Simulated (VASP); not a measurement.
Runs of VASP 6.6.1 on InAs. The structure is that of space group F-43m (No. 216), or close to it. The cells are those of the table. 

```csv
cell,k mesh,gap on the mesh (eV),pressure (GPa)
"relaxed to 3 GPa from a = 4.334 Å, angles 60.0°, 2 atoms",12 × 12 × 12,none,3.0
"relaxed to 60 GPa from a = 3.850 Å, angles 60.0°, 2 atoms",14 × 14 × 14,0.68,60.0
"relaxed to 15 GPa from a = 4.088 Å, angles 60.0°, 2 atoms",12 × 12 × 12,(a),15.0
"relaxed to 30 GPa from a = 3.991 Å, angles 60.0°, 2 atoms",14 × 14 × 14,0.99,30.0
"relaxed to 8 GPa from a = 4.187 Å, angles 60.0°, 2 atoms",12 × 12 × 12,-,8.0
"relaxed to -3 GPa from a = 4.417 Å, angles 60.0°, 2 atoms",12 × 12 × 12,none,-3.0
"relaxed from a = 4.318 Å, angles 60.0°, 2 atoms",12 × 12 × 12,none,0.0
```

Alike in all rows: task relaxation of cell and atoms; level PBE; potentials or basis VASP PAW PBE potentials, release 64 (In_d, As); no spin polarisation; cutoff (eV) 600; smearing gaussian 0.1 eV.

**Question.** Fill in the values left out.

**Answer.** (a) 0.45.

Caveats: spin-orbit coupling is left out, which moves the levels of the heavy elements; the cell is relaxed towards a set pressure, so the run minimises the enthalpy, not the energy (at least some runs); semilocal functionals underestimate gaps, so a narrow gap can read as zero (at least some runs).

A k mesh can miss the band edges, and the runs leave out spin-orbit coupling on As, In.

A gap of «none» marks levels without a gap at the run's occupations.
